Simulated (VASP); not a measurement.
# Y4SiGe2 (P1) in VASP: single point with r2SCAN

Aim: the single point of Y4SiGe2 with r2SCAN.

Everything below comes from runs of VASP 6.6.1. Logs are shortened: lines on timing, memory, paths and dates and some standing lists are left out, and cuts for length are marked.

## Step 1: The cell of the first run

The typed cell holds 7 atoms: a = 5.581 Å, b = 5.588 Å, c = 8.374 Å, α = 70.63°, β = 109.77°, γ = 120.08°.

## Step 2: Single point, r2SCAN

Input file POSCAR:

```
Y4SiGe2
1.0
    5.5806661500     -0.0058212000     -0.0142160100
   -2.7953745100      4.8385455300     -0.0065144500
   -2.8114759300      1.5932542300      7.7255868200
Ge Si Y
2 1 4
Direct
    0.4199730000      0.5938410000      0.2429540000
    0.2666420000      0.7328740000      0.7961180000
    0.1422910000      0.8749780000      0.3790110000
    0.8482700000      0.1783670000      0.5188810000
    0.7092310000      0.2814940000      0.1031100000
    0.0042460000      0.9890970000      0.9968200000
    0.5175550000      0.4558670000      0.6213000000
```

Input file INCAR.step1:

```
SYSTEM = Y4SiGe2
ALGO = Normal
EDIFF = 1E-4
ENCUT = 520
GGA = PE
ISMEAR = -1
LASPH = .TRUE.
LCHARG = .FALSE.
LREAL = .FALSE.
LWAVE = .TRUE.
NBANDS = 47
NELM = 100
PREC = Accurate
SIGMA = 0.0141
```

Input file INCAR.step2:

```
SYSTEM = Y4SiGe2
ALGO = Normal
EDIFF = 1E-7
ENCUT = 520
ISIF = 2
ISMEAR = -1
ISTART = 1
LASPH = .TRUE.
LCHARG = .FALSE.
LMIXTAU = .TRUE.
LREAL = .FALSE.
LWAVE = .FALSE.
METAGGA = R2SCAN
NBANDS = 47
NELM = 100
PREC = Accurate
SIGMA = 0.0141
```

Input file KPOINTS:

```
k-points
0
G
  4 4 3
  0 0 0
```

Potentials or basis: VASP PAW PBE potentials, release 64 (Ge_d, Si, Y_sv).

The run is started by

```bash
$ cat potpaw_PBE.64/Ge_d/POTCAR potpaw_PBE.64/Si/POTCAR potpaw_PBE.64/Y_sv/POTCAR > POTCAR
$ cp INCAR.step1 INCAR
$ mpirun -np 1 vasp_std > vasp.out
$ cp INCAR.step2 INCAR
$ mpirun -np 1 vasp_std > vasp.out
```

OUTCAR:

```text
SYSTEM = Y4SiGe2
   EDIFF = 1E-7
   ENCUT = 520
   ISIF = 2
   ISMEAR = -1
   ISTART = 1
   LASPH = .TRUE.
   LREAL = .FALSE.
   METAGGA = R2SCAN
   NELM = 100
   PREC = Accurate

 ion  position               nearest neighbor table
   1  0.420  0.594  0.243-   7 2.93   5 3.29   5 3.38   5 3.53
   2  0.267  0.733  0.796-   7 3.40   7 3.50   6 3.52   6 3.58   7 3.59   6 3.63
   3  0.142  0.875  0.379-   6 2.95   4 3.33   4 3.36   4 3.51   7 3.59   7 3.70
   4  0.848  0.178  0.519-   7 3.16   5 3.22   3 3.33   3 3.36   7 3.37   7 3.43   3 3.51   6 3.70

   5  0.709  0.281  0.103-   4 3.22   1 3.29   6 3.29   6 3.33   6 3.36   1 3.38   1 3.53   7 3.73

   6  0.004  0.989  0.997-   3 2.95   5 3.29   5 3.33   5 3.36   2 3.52   2 3.58   2 3.63   4 3.70
                             7 4.25   7 4.30
   7  0.518  0.456  0.621-   1 2.93   4 3.16   4 3.37   2 3.40   4 3.43   2 3.50   3 3.59   2 3.59
                             3 3.70   5 3.73   6 4.25   6 4.30

  LATTYP: Found a triclinic cell.
 ALAT       =     5.5806872927
 B/A-ratio  =     1.0013093966
 C/A-ratio  =     1.4954919827
 COS(alpha) =     0.0023649211
 COS(beta)  =     0.3292501843
 COS(gamma) =     0.5011447910

  Lattice vectors:

 A1 = (  -5.5806661500,   0.0058212000,   0.0142160100)
 A2 = (  -2.7953745100,   4.8385455300,  -0.0065144500)
 A3 = (  -2.7691902200,  -1.5874330300,  -7.7113708100)

Analysis of symmetry for initial positions (statically):
=====================================================================
 Subroutine PRICEL returns:
 Original cell was already a primitive cell.

 Routine SETGRP: Setting up the symmetry group for a
 triclinic supercell.

 Subroutine GETGRP returns: Found  1 space group operations
 (whereof  1 operations were pure point group operations)
 out of a pool of  2 trial point group operations.

The static configuration has the point symmetry C_1 .

Analysis of symmetry for dynamics (positions and initial velocities):
=====================================================================
 Subroutine PRICEL returns:
 Original cell was already a primitive cell.

 Routine SETGRP: Setting up the symmetry group for a
 triclinic supercell.

 Subroutine GETGRP returns: Found  1 space group operations
 (whereof  1 operations were pure point group operations)
 out of a pool of  2 trial point group operations.

The dynamic configuration has the point symmetry C_1 .

 Subroutine INISYM returns: Found  1 space group operations
 (whereof  1 operations are pure point group operations),
 and found     1 'primitive' translations

----------------------------------------------------------------------------------------

                                     Primitive cell

  volume of cell :     208.4107

  direct lattice vectors                    reciprocal lattice vectors
     5.580666150 -0.005821200 -0.014216010     0.179410093  0.103709761  0.043902314
    -2.795374510  4.838545530 -0.006514450     0.000107108  0.206678223 -0.042584444
    -2.811475930  1.593254230  7.725586820     0.000330226  0.000365116  0.129484882

  length of vectors
     5.580687293  5.587994626  8.374219227     0.211828018  0.211019749  0.129485818

  position of ions in fractional coordinates (direct lattice)
     0.419973000  0.593841000  0.242954000
     0.266642000  0.732874000  0.796118000
     0.142291000  0.874978000  0.379011000
     0.848270000  0.178367000  0.518881000
     0.709231000  0.281494000  0.103110000
     0.004246000  0.989097000  0.996820000
     0.517555000  0.455867000  0.621300000

  ion indices of the primitive-cell ions
   primitive index   ion index
                 1           1
                 2           2
                 3           3
                 4           4
                 5           5
                 6           6
                 7           7

----------------------------------------------------------------------------------------

 KPOINTS: k-points

Automatic generation of k-mesh.
 Grid dimensions read from file:
 generate k-points for:    4    4    3

 Generating k-lattice:

  Cartesian coordinates                     Fractional coordinates (reciprocal lattice)
     0.044852523  0.025927440  0.010975579     0.250000000 -0.000000000  0.000000000
     0.000026777  0.051669556 -0.010646111    -0.000000000  0.250000000 -0.000000000
     0.000110075  0.000121705  0.043161627     0.000000000 -0.000000000  0.333333333

  Length of vectors
     0.052957004  0.052754937  0.043161939

  Shift w.r.t. Gamma in fractional coordinates (k-lattice)
     0.000000000  0.000000000  0.000000000

 Subroutine IBZKPT returns following result:
 ===========================================

 Found     26 irreducible k-points:

 Following reciprocal coordinates:
            Coordinates               Weight
  0.000000  0.000000  0.000000      1.000000
  0.250000 -0.000000  0.000000      2.000000
  0.500000 -0.000000  0.000000      1.000000
 -0.000000  0.250000  0.000000      2.000000
  0.250000  0.250000  0.000000      2.000000
  0.500000  0.250000  0.000000      2.000000
[... 16 lines left out ...]
 -0.000000 -0.250000  0.333333      2.000000
  0.250000 -0.250000  0.333333      2.000000
 [... further k-points ...]
   k-points           NKPTS =     26   k-points in BZ     NKDIM =     26   number of bands    NBANDS=     47
   number of dos      NEDOS =    301   number of ions     NIONS =      7
   total plane-waves  NPLWV = 112896
   dimension x,y,z NGX =    42 NGY =   42 NGZ =   64
   dimension x,y,z NGXF=    84 NGYF=   84 NGZF=  128
   ions per type =               2   1   4
   NGX,Y,Z   is equivalent  to a cutoff of  12.51, 12.50, 12.71 a.u.
   NGXF,Y,Z  is equivalent  to a cutoff of  25.02, 24.99, 25.41 a.u.
 SYSTEM =  Y4SiGe2
   PREC   = accura    normal or accurate (medium, high low for compatibility)
   ISTART =      1    job   : 0-new  1-cont  2-samecut
   ICHARG =      0    charge: 1-file 2-atom 10-const
   ISPIN  =      1    spin polarized calculation?
   LNONCOLLINEAR =      F non collinear calculations
   LSORBIT =      F    spin-orbit coupling
   LASPH  =      T    aspherical Exc in radial PAW
   ENCUT  =  520.0 eV  38.22 Ry    6.18 a.u.  10.38 10.39 15.57*2*pi/ulx,y,z
   NELM   =    100;   NELMIN=  2; NELMDL=  0     # of ELM steps
   EDIFF  = 0.1E-06   stopping-criterion for ELM
   LREAL  =      F    real-space projection
   EDIFFG = 0.1E-05   stopping-criterion for IOM
   NSW    =      0    number of steps for IOM
   IBRION =     -1    ionic relax: 0-MD 1-quasi-New 2-CG
   NFREE  =      0    steps in history (QN), initial steepest desc. (CG)
   ISIF   =      2    stress and relaxation
   ISYM   =      2    0-nonsym 1-usesym 2-fastsym
   POTIM  = 0.5000    time-step for ionic-motion
   TEBEG  =    0.0;   TEEND  =   0.0 temperature during run
   PSTRESS=    0.0 pullay stress
   NELECT =      76.0000    total number of electrons
   NUPDOWN=      -1.0000    fix difference up-down
   EMIN   =  10.00;   EMAX   =-10.00  energy-range for DOS
   EFERMI =   0.00;   METHOD = LEGACY
   ISMEAR =    -1;   SIGMA  =   0.01  broadening in eV -4-tet -1-fermi 0-gaus
   EFERMI_NEDOS =   21; number of points for ismear=-14 and -15
   IALGO  =     38    algorithm
   IMIX   =      4    mixing-type and parameters
     AMIX     =   0.40;   BMIX     =  1.00
     AMIX_MAG =   1.60;   BMIX_MAG =  1.00
  volume/ion in A,a.u.               =      29.77       200.92
  Fermi-wavevector in a.u.,A,eV,Ry     =   1.169605  2.210234 18.612454  1.367977
  Thomas-Fermi vector in A             =   2.306076
   LORBIT       =      0    0 simple, 1 ext, 2 COOP (PROOUT), +10 PAW based schemes
   METAGGA = R2SCAN    functional components
   LHFCALC =     F    Hartree Fock is set to
   AEXX    =    0.0000 exact exchange contribution
   IVDW    =     0    specifies the selected vdW correction
   LEPSILON=     F    determine dielectric tensor
   LRPA    =     F    only Hartree local field effects (RPA)
 non-spin polarized calculation
  energy-cutoff  :      520.00
  volume of cell :      208.41
 maximum number of plane-waves:      5629
 NGX is ok and might be reduce to    42
   NGX = 21   NGY = 21   NGZ = 31

 number of electron      76.0000007 magnetization

 Free energy of the ion-electron system (eV)
  ---------------------------------------------------
  ext. energy  EPLUGINS =         0.00000000
  ---------------------------------------------------
  free energy    TOTEN  =      -115.62697752 eV

  energy without entropy =     -115.61862726  energy(sigma->0) =     -115.62280239

 E-fermi :   3.6389     XC(G=0): -10.1280

 val. band max:        3.6344538816   @ k =  -0.0000   0.5000   0.3333
 cond. band min:       3.6406299393   @ k =   0.5000   0.5000   0.3333
 fundamental gap:      0.0061760577
 Fermi energy:         3.6388882086

 k-point     1 :       0.0000    0.0000    0.0000
  band No.  band energies     occupation
      1     -41.3981      2.00000
      2     -41.3368      2.00000
      3     -41.2974      2.00000
      4     -41.2219      2.00000
      5     -21.7613      2.00000
      6     -21.7451      2.00000
[... 39 lines left out ...]
     46       5.4185      0.00000
     47       5.7407      0.00000

 k-point     2 :       0.2500   -0.0000    0.0000
  band No.  band energies     occupation
      1     -41.3897      2.00000
      2     -41.3283      2.00000
      3     -41.3053      2.00000
      4     -41.2312      2.00000
      5     -21.7612      2.00000
      6     -21.7451      2.00000
[... 39 lines left out ...]
     46       5.4643      0.00000
     47       5.5954      0.00000

 k-point     3 :       0.5000   -0.0000    0.0000
  band No.  band energies     occupation
      1     -41.3791      2.00000
      2     -41.3208      2.00000
      3     -41.3122      2.00000
      4     -41.2426      2.00000
      5     -21.7611      2.00000
      6     -21.7450      2.00000
[... 1039 lines left out ...]
     46       5.6139      0.00000
     47       5.9185      0.00000

 k-point    24 :       0.2500   -0.2500    0.3333
  band No.  band energies     occupation
      1     -41.3880      2.00000
      2     -41.3298      2.00000
      3     -41.3091      2.00000
      4     -41.2274      2.00000
      5     -21.7611      2.00000
      6     -21.7453      2.00000
[... 39 lines left out ...]
     46       5.4517      0.00000
     47       5.9547      0.00000

 [... further k-points ...]
[... 5 lines left out ...]
  --------------------------------------------------------------------------------------
  -------------------------------------------------------------------------------------
  Total       -9.6717913    -11.0215398    -11.4015459      0.6866325      0.3761475     -0.3486654
  in kB      -74.3528279    -84.7291492    -87.6504828      5.2785534      2.8916704     -2.6803987
  external PRESSURE =     -82.2441533 kB  Pullay stress =       0.0000000 kB

 VOLUME and BASIS-vectors are now :
 -----------------------------------------------------------------------------
  energy-cutoff  :      520.00
  volume of cell :      208.41
      direct lattice vectors                 reciprocal lattice vectors
     5.580666150 -0.005821200 -0.014216010     0.179410093  0.103709761  0.043902314
    -2.795374510  4.838545530 -0.006514450     0.000107108  0.206678223 -0.042584444
    -2.811475930  1.593254230  7.725586820     0.000330226  0.000365116  0.129484882

 POSITION                                       TOTAL-FORCE (eV/Angst)
 -----------------------------------------------------------------------------------
      0.00066      3.25797      1.86712        -0.038324      0.018754     -0.762375
     -2.79888      4.81291      6.14191        -0.059966     -0.012072     -0.152674
     -2.71739      4.83665      2.92036         0.141694      0.052814      0.751395
      2.77649      1.68481      3.99544        -0.301187     -0.136635     -0.257292
      2.88121      1.52217      0.78467         0.009272      0.013925      0.306992
     -5.54374      6.37395      7.69452         0.041829     -0.098196     -0.442310
     -0.13279      3.19261      4.78958         0.206682      0.161410      0.556265
 -----------------------------------------------------------------------------------
    total drift:                               -0.000821     -0.001678     -0.003838

  FREE ENERGIE OF THE ION-ELECTRON SYSTEM (eV)
  ---------------------------------------------------
  free  energy   TOTEN  =      -115.6269775219 eV

  energy  without entropy=     -115.6186272597  energy(sigma->0) =     -115.62280239
```

It took 15 min on 1 thread of Intel Xeon Platinum 8488C (Sapphire Rapids), shared host; peak memory 0.51 GiB.

What came out:

```
Free energy            : -115.6270 eV
Pressure               : -8.2 GPa
Largest force          : 0.766 eV/Å
Band gap on the k mesh : zero (bands 38 and 39 overlap by 0.48 eV)
```

Forces on the atoms (eV/Å):
```
Ge  -0.038  0.019 -0.762
Ge  -0.060 -0.012 -0.153
Si   0.142  0.053  0.751
Y   -0.301 -0.137 -0.257
Y    0.009  0.014  0.307
Y    0.042 -0.098 -0.442
Y    0.207  0.161  0.556
```

Stress tensor (GPa, compression positive):
```
-7.44  0.53 -0.27
 0.53 -8.47  0.29
-0.27  0.29 -8.77
```

Caveat: the cell stands under tension; the PAW data sets were made with another functional, which shifts forces and pressure a little.
